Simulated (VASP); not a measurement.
A run of VASP 6.6.1 is set up as follows.

The input INCAR:

```
SYSTEM = LiH
PREC = Accurate
ENCUT = 520
EDIFF = 1E-6
ISMEAR = -1
SIGMA = 0.08
LREAL = .FALSE.
LASPH = .TRUE.
NELM = 80
ALGO = Normal
ISIF = 2
LWAVE = .FALSE.
LCHARG = .TRUE.
GGA = PE
LELF = .TRUE.
LVHAR = .TRUE.
NBANDS = 9
```

KPOINTS

```
Automatic mesh
0
G
  14 14 14
  0 0 0
```

The input POSCAR:

```
LiH
1.0
    0.0000000000      2.0034924843      2.0034924843
    2.0034924843      0.0000000000      2.0034924843
    2.0034924843      2.0034924843      0.0000000000
Li H
1 1
Direct
    0.0000000000      0.0000000000      0.0000000000
    0.5000000000      0.5000000000      0.5000000000
```

Potentials or basis: VASP PAW PBE potentials, release 64 (Li_sv, H).

Launch:

```bash
$ cat potpaw_PBE.64/Li_sv/POTCAR potpaw_PBE.64/H/POTCAR > POTCAR
$ mpirun -np 1 vasp_std > vasp.out
```

(1) Estimate the band gap on the k mesh.

Results:

(1) 2.98 eV, direct.
